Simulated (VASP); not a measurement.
# TaN (P-6m2) in VASP: a series of runs, part 3 of 4

VASP 6.6.1. Earlier steps stand in the parts before.

## (5) Electric field gradients, LDA (11.21 Å³/atom)

This run uses another cell than the first one, of 11.21 Å³/atom.

INCAR reads:

```
SYSTEM = TaN
ALGO = Normal
EDIFF = 1E-8
ENCUT = 520
ISIF = 2
ISMEAR = -1
LASPH = .True.
LCHARG = .False.
LEFG = .True.
LREAL = .False.
LWAVE = .False.
NBANDS = 15
NELM = 80
PREC = Accurate
SIGMA = 0.02
```

KPOINTS reads:

```
k-points
0
Gamma
  12 12 10
  0 0 0
```

POSCAR reads:

```
TaN
1.0
    2.9766611718      0.0000000000      0.0000000000
   -1.4883305859      2.5778641933      0.0000000000
    0.0000000000      0.0000000000      2.9209385612
Ta N
1 1
Direct
    0.3333333333      0.6666666667      0.5000000000
    0.0000000000      0.0000000000      0.0000000000
```

Potentials or basis: VASP PAW LDA potentials, release 64 (Ta_pv, N).

Command:

```bash
cat potpaw_LDA.64/Ta_pv/POTCAR potpaw_LDA.64/N/POTCAR > POTCAR
mpirun -np 1 vasp_std > vasp.out
```

OUTCAR:

```text
SYSTEM = TaN
   EDIFF = 1E-8
   ENCUT = 520
   ISIF = 2
   ISMEAR = -1
   LASPH = .True.
   LREAL = .False.
   NELM = 80
   PREC = Accurate

 ion  position               nearest neighbor table
   1  0.333  0.667  0.500-   2 2.26   2 2.26   2 2.26   2 2.26   2 2.26   2 2.26
   2  0.000  0.000  0.000-   1 2.26   1 2.26   1 2.26   1 2.26   1 2.26   1 2.26

  LATTYP: Found a hexagonal cell.
 ALAT       =     2.9766611718
 C/A-ratio  =     0.9812801635

  Lattice vectors:

 A1 = (   2.9766611718,   0.0000000000,   0.0000000000)
 A2 = (  -1.4883305859,   2.5778641933,   0.0000000000)
 A3 = (   0.0000000000,   0.0000000000,   2.9209385612)

Analysis of symmetry for initial positions (statically):
=====================================================================
 Subroutine PRICEL returns:
 Original cell was already a primitive cell.

 Routine SETGRP: Setting up the symmetry group for a
 hexagonal supercell.

 Subroutine GETGRP returns: Found 12 space group operations
 (whereof 12 operations were pure point group operations)
[... 620 lines left out ...]
     2.976661172  0.000000000  0.000000000     0.335946869  0.193959015  0.000000000
    -1.488330586  2.577864193  0.000000000     0.000000000  0.387918030  0.000000000
     0.000000000  0.000000000  2.920938561     0.000000000  0.000000000  0.342355712

 POSITION                                       TOTAL-FORCE (eV/Angst)
 -----------------------------------------------------------------------------------
     -0.00000      1.71858      1.46047        -0.000000      0.000000      0.000000
      0.00000      0.00000      0.00000         0.000000      0.000000      0.000000
 -----------------------------------------------------------------------------------
    total drift:                                0.000000     -0.000000     -0.000000

  FREE ENERGIE OF THE ION-ELECTRON SYSTEM (eV)
  ---------------------------------------------------
  free  energy   TOTEN  =       -24.6149474017 eV

  energy  without entropy=      -24.6148449394  energy(sigma->0) =      -24.61489617

 Electric field gradients (V/A^2)
---------------------------------------------------------------------
 ion       V_xx      V_yy      V_zz      V_xy      V_xz      V_yz
---------------------------------------------------------------------
   1     -11.652   -11.651    23.303     0.000     0.000    -0.000
   2      -0.280    -0.280     0.560    -0.000    -0.000    -0.000
---------------------------------------------------------------------

 Electric field gradients after diagonalization (V/A^2)
 (convention: |V_zz| > |V_xx| > |V_yy|)
----------------------------------------------------------------------
 ion       V_xx      V_yy      V_zz     asymmetry (V_yy - V_xx)/ V_zz
----------------------------------------------------------------------
   1     -11.652   -11.651    23.303       0.000
   2      -0.280    -0.279     0.560       0.001
----------------------------------------------------------------------

           NMR quadrupolar parameters

 Cq : quadrupolar parameter    Cq=e*Q*V_zz/h
 eta: asymmetry parameters     (V_yy - V_xx)/ V_zz
 Q  : nuclear electric quadrupole moment in mb (millibarn)
----------------------------------------------------------------------
 ion       Cq(MHz)       eta       Q (mb)
----------------------------------------------------------------------
   1       0.056       0.000       1.000
   2       0.001       0.001       1.000
----------------------------------------------------------------------
```

stdout:

```text
POSCAR found type information on POSCAR TaN
 POSCAR found :  2 types and       2 ions
 scaLAPACK will be used
 LDA part: xc-table for (Slater(with rela. corr.)+CA(PZ))
 , standard interpolation
 POSCAR, INCAR and KPOINTS ok, starting setup
 FFT: planning ... GRIDC
 FFT: planning ... GRID_SOFT
 FFT: planning ... GRID
 WAVECAR not read
 entering main loop
ion   1

ion   2
```

Run time: 44 s. Hardware: 1 thread of Intel Xeon 8259CL, shared host; peak memory 0.16 GiB.

What came out:

```yaml
Free_energy: -24.6149 eV
Pressure: -22.0 GPa
Band_gap_on_the_k_mesh: zero (bands 8 and 9 overlap by 0.47 eV)
Largest_electric_field_gradient_by_atom: Ta +23.3; N +0.6 V/Å²
```

Electric field gradients, principal values (V/Å²):
```csv
atom,least,middle,greatest (by size)
1 Ta,-11.651,-11.652,23.303
2 N,-0.279,-0.280,0.560
```

Caveat: the cell stands under tension; without QUAD_EFG the Cq values of the log hold for a quadrupole moment of 1 mb, not for the nuclei; spin-orbit coupling is left out, which moves the levels of the heavy elements.

## (6) Electric field gradients, LDA (11.21 Å³/atom)

This run uses another cell than the first one, of 11.21 Å³/atom.

INCAR reads:

```
ALGO = Normal
EDIFF = 1E-8
ENCUT = 520
GGA = CA
ISIF = 2
ISMEAR = -1
LASPH = T
LCHARG = F
LEFG = T
LREAL = F
LWAVE = F
NBANDS = 15
NELM = 60
PREC = Accurate
SIGMA = 0.02
```

KPOINTS reads:

```
k-points
0
Gamma
  12 12 10
```

POSCAR is that of step 5.

Potentials or basis: VASP PAW LDA potentials, release 64 (Ta_pv, N).

Command:

```bash
cat potpaw_LDA.64/Ta_pv/POTCAR potpaw_LDA.64/N/POTCAR > POTCAR
mpirun -np 1 vasp_std > vasp.out
```

OUTCAR:

```text
EDIFF = 1E-8
   ENCUT = 520
   GGA = CA
   ISIF = 2
   ISMEAR = -1
   LASPH = T
   LREAL = F
   NELM = 60
   PREC = Accurate

 ion  position               nearest neighbor table
   1  0.333  0.667  0.500-   2 2.26   2 2.26   2 2.26   2 2.26   2 2.26   2 2.26
   2  0.000  0.000  0.000-   1 2.26   1 2.26   1 2.26   1 2.26   1 2.26   1 2.26

  LATTYP: Found a hexagonal cell.
 ALAT       =     2.9766611718
 C/A-ratio  =     0.9812801635

  Lattice vectors:

 A1 = (   2.9766611718,   0.0000000000,   0.0000000000)
 A2 = (  -1.4883305859,   2.5778641933,   0.0000000000)
 A3 = (   0.0000000000,   0.0000000000,   2.9209385612)

Analysis of symmetry for initial positions (statically):
=====================================================================
 Subroutine PRICEL returns:
 Original cell was already a primitive cell.

 Routine SETGRP: Setting up the symmetry group for a
 hexagonal supercell.

 Subroutine GETGRP returns: Found 12 space group operations
 (whereof 12 operations were pure point group operations)
 out of a pool of 24 trial point group operations.

The static configuration has the point symmetry D_3h.

Analysis of symmetry for dynamics (positions and initial velocities):
=====================================================================
 Subroutine PRICEL returns:
 Original cell was already a primitive cell.

 Routine SETGRP: Setting up the symmetry group for a
 hexagonal supercell.

 Subroutine GETGRP returns: Found 12 space group operations
 (whereof 12 operations were pure point group operations)
 out of a pool of 24 trial point group operations.

The dynamic configuration has the point symmetry D_3h.

 Subroutine INISYM returns: Found 12 space group operations
 (whereof 12 operations are pure point group operations),
 and found     1 'primitive' translations

----------------------------------------------------------------------------------------

                                     Primitive cell

  volume of cell :      22.4136

  direct lattice vectors                    reciprocal lattice vectors
     2.976661172  0.000000000  0.000000000     0.335946869  0.193959015  0.000000000
    -1.488330586  2.577864193  0.000000000     0.000000000  0.387918030  0.000000000
     0.000000000  0.000000000  2.920938561     0.000000000  0.000000000  0.342355712

  length of vectors
     2.976661172  2.976661172  2.920938561     0.387918030  0.387918030  0.342355712

  position of ions in fractional coordinates (direct lattice)
     0.333333333  0.666666667  0.500000000
     0.000000000  0.000000000  0.000000000

  ion indices of the primitive-cell ions
   primitive index   ion index
                 1           1
                 2           2

----------------------------------------------------------------------------------------

 KPOINTS: k-points

Automatic generation of k-mesh.
 Grid dimensions read from file:
 generate k-points for:   12   12   10

 Generating k-lattice:
[... 74 lines left out ...]
   NUPDOWN=      -1.0000    fix difference up-down
   EMIN   =  10.00;   EMAX   =-10.00  energy-range for DOS
   EFERMI =   0.00;   METHOD = LEGACY
   ISMEAR =    -1;   SIGMA  =   0.02  broadening in eV -4-tet -1-fermi 0-gaus
   EFERMI_NEDOS =   21; number of points for ismear=-14 and -15
   IALGO  =     38    algorithm
   IMIX   =      4    mixing-type and parameters
     AMIX     =   0.40;   BMIX     =  1.00
     AMIX_MAG =   1.60;   BMIX_MAG =  1.00
  volume/ion in A,a.u.               =      11.21        75.63
  Fermi-wavevector in a.u.,A,eV,Ry     =   1.463112  2.764881 29.125943  2.140696
  Thomas-Fermi vector in A             =   2.579245
   LORBIT       =      0    0 simple, 1 ext, 2 COOP (PROOUT), +10 PAW based schemes
   GGA     = CA    functional components
   LHFCALC =     F    Hartree Fock is set to
   AEXX    =    0.0000 exact exchange contribution
   IVDW    =     0    specifies the selected vdW correction
   LEPSILON=     F    determine dielectric tensor
   LRPA    =     F    only Hartree local field effects (RPA)
 non-spin polarized calculation
  energy-cutoff  :      520.00
  volume of cell :       22.41
 maximum number of plane-waves:       634
 NGX is ok and might be reduce to    24
   NGX = 11   NGY = 11   NGZ = 11

 number of electron      16.0000001 magnetization

 Free energy of the ion-electron system (eV)
  ---------------------------------------------------
  ext. energy  EPLUGINS =         0.00000000
  ---------------------------------------------------
  free energy    TOTEN  =       -24.61494740 eV

  energy without entropy =      -24.61484494  energy(sigma->0) =      -24.61489617

 E-fermi :   7.7781     XC(G=0): -13.3729

 val. band max:        7.6654779937   @ k =   0.0000   0.0000   0.4000
 cond. band min:       7.8181995105   @ k =   0.0833  -0.0000   0.5000
 fundamental gap:      0.1527215167
 Fermi energy:         7.7781073393

 k-point     1 :       0.0000    0.0000    0.0000
  band No.  band energies     occupation
      1     -27.0515      2.00000
      2     -26.8026      2.00000
      3     -26.8026      2.00000
      4      -9.5469      2.00000
      5       3.3198      2.00000
      6       3.3198      2.00000
      7       3.6735      2.00000
      8       4.8688      2.00000
      9       9.7641      0.00000
     10      11.0955      0.00000
     11      11.0955      0.00000
     12      11.4009      0.00000
     13      11.4009      0.00000
     14      19.9335      0.00000
[... 401 lines left out ...]
      2     -27.0316      2.00000
      3     -26.9517      2.00000
      4      -7.8821      2.00000
      5       0.4073      2.00000
      6       2.8486      2.00000
      7       4.1766      2.00000
      8       5.1091      2.00000
      9      10.2173      0.00000
     10      10.4669      0.00000
     11      11.9883      0.00000
     12      12.4159      0.00000
     13      14.4290      0.00000
     14      19.9384      0.00000
     15      20.4573      0.00000

 [... further k-points ...]
[... 5 lines left out ...]
  --------------------------------------------------------------------------------------
  -------------------------------------------------------------------------------------
  Total       -2.9396800     -2.9396800     -3.3331027      0.0000000      0.0000000      0.0000000
  in kB     -210.1351850   -210.1351850   -238.2579594      0.0000000      0.0000000      0.0000000
  external PRESSURE =    -219.5094431 kB  Pullay stress =       0.0000000 kB

 VOLUME and BASIS-vectors are now :
 -----------------------------------------------------------------------------
  energy-cutoff  :      520.00
  volume of cell :       22.41
      direct lattice vectors                 reciprocal lattice vectors
     2.976661172  0.000000000  0.000000000     0.335946869  0.193959015  0.000000000
    -1.488330586  2.577864193  0.000000000     0.000000000  0.387918030  0.000000000
     0.000000000  0.000000000  2.920938561     0.000000000  0.000000000  0.342355712

 POSITION                                       TOTAL-FORCE (eV/Angst)
 -----------------------------------------------------------------------------------
     -0.00000      1.71858      1.46047        -0.000000      0.000000      0.000000
      0.00000      0.00000      0.00000         0.000000      0.000000      0.000000
 -----------------------------------------------------------------------------------
    total drift:                                0.000000     -0.000000     -0.000000

  FREE ENERGIE OF THE ION-ELECTRON SYSTEM (eV)
  ---------------------------------------------------
  free  energy   TOTEN  =       -24.6149474017 eV

  energy  without entropy=      -24.6148449394  energy(sigma->0) =      -24.61489617

 Electric field gradients (V/A^2)
---------------------------------------------------------------------
 ion       V_xx      V_yy      V_zz      V_xy      V_xz      V_yz
---------------------------------------------------------------------
   1     -11.652   -11.651    23.303     0.000     0.000    -0.000
   2      -0.280    -0.280     0.560    -0.000    -0.000    -0.000
---------------------------------------------------------------------

 Electric field gradients after diagonalization (V/A^2)
 (convention: |V_zz| > |V_xx| > |V_yy|)
----------------------------------------------------------------------
 ion       V_xx      V_yy      V_zz     asymmetry (V_yy - V_xx)/ V_zz
----------------------------------------------------------------------
   1     -11.652   -11.651    23.303       0.000
   2      -0.280    -0.279     0.560       0.001
----------------------------------------------------------------------

           NMR quadrupolar parameters

 Cq : quadrupolar parameter    Cq=e*Q*V_zz/h
 eta: asymmetry parameters     (V_yy - V_xx)/ V_zz
 Q  : nuclear electric quadrupole moment in mb (millibarn)
----------------------------------------------------------------------
 ion       Cq(MHz)       eta       Q (mb)
----------------------------------------------------------------------
   1       0.056       0.000       1.000
   2       0.001       0.001       1.000
----------------------------------------------------------------------
```

OSZICAR:

```text
N       E                     dE             d eps       ncg     rms          rms(c)
DAV:   1     0.861775206387E+02    0.86178E+02   -0.87729E+03  3428   0.112E+03
DAV:   2    -0.245786304363E+02   -0.11076E+03   -0.10416E+03  4141   0.295E+02
DAV:   3    -0.272003547966E+02   -0.26217E+01   -0.26089E+01  3924   0.415E+01
DAV:   4    -0.272101744714E+02   -0.98197E-02   -0.98161E-02  4463   0.282E+00
DAV:   5    -0.272102400049E+02   -0.65533E-04   -0.65528E-04  3959   0.216E-01    0.217E+01
DAV:   6    -0.247769983805E+02    0.24332E+01   -0.43371E+00  4176   0.234E+01    0.906E+00
DAV:   7    -0.246594997818E+02    0.11750E+00   -0.61231E-01  3763   0.575E+00    0.629E+00
DAV:   8    -0.246221534434E+02    0.37346E-01   -0.18992E-01  3931   0.358E+00    0.129E+00
DAV:   9    -0.246152018081E+02    0.69516E-02   -0.15698E-02  3735   0.995E-01    0.191E-01
DAV:  10    -0.246150292824E+02    0.17253E-03   -0.77319E-04  4050   0.317E-01    0.124E-01
DAV:  11    -0.246149467781E+02    0.82504E-04   -0.11549E-04  3770   0.954E-02    0.181E-02
DAV:  12    -0.246149474987E+02   -0.72060E-06   -0.92647E-06  3749   0.242E-02    0.409E-03
DAV:  13    -0.246149474194E+02    0.79313E-07   -0.15789E-07  4155   0.322E-03    0.203E-03
DAV:  14    -0.246149474020E+02    0.17390E-07   -0.23576E-08  3805   0.171E-03    0.456E-04
DAV:  15    -0.246149474017E+02    0.27308E-09   -0.10980E-09  1731   0.311E-04
   1 F= -.24614947E+02 E0= -.24614896E+02  d E =-.102462E-03
```

stdout:

```text
POSCAR found type information on POSCAR TaN
 POSCAR found :  2 types and       2 ions
 scaLAPACK will be used
 LDA part: xc-table for (Slater(with rela. corr.)+CA(PZ))
 , standard interpolation
 POSCAR, INCAR and KPOINTS ok, starting setup
 FFT: planning ... GRIDC
 FFT: planning ... GRID_SOFT
 FFT: planning ... GRID
 WAVECAR not read
 entering main loop
ion   1

ion   2
```

It took 44 s on 1 thread of Intel Xeon 8259CL, shared host; peak memory 0.16 GiB.

What came out:

```yaml
Free_energy: -24.6149 eV
Pressure: -22.0 GPa
Band_gap_on_the_k_mesh: zero (bands 8 and 9 overlap by 0.47 eV)
Largest_electric_field_gradient_by_atom: Ta +23.3; N +0.6 V/Å²
```

Stress tensor (GPa, compression positive):
```
-21.01   0.00   0.00
  0.00 -21.01   0.00
  0.00   0.00 -23.83
```

Electric field gradients, principal values (V/Å²):
| atom | least | middle | greatest (by size) |
| --- | --- | --- | --- |
| 1 Ta | -11.651 | -11.652 | 23.303 |
| 2 N | -0.279 | -0.280 | 0.560 |

Caveat: the cell stands under tension; without QUAD_EFG the Cq values of the log hold for a quadrupole moment of 1 mb, not for the nuclei; spin-orbit coupling is left out, which moves the levels of the heavy elements.

(Continued in part 4 of 4.)
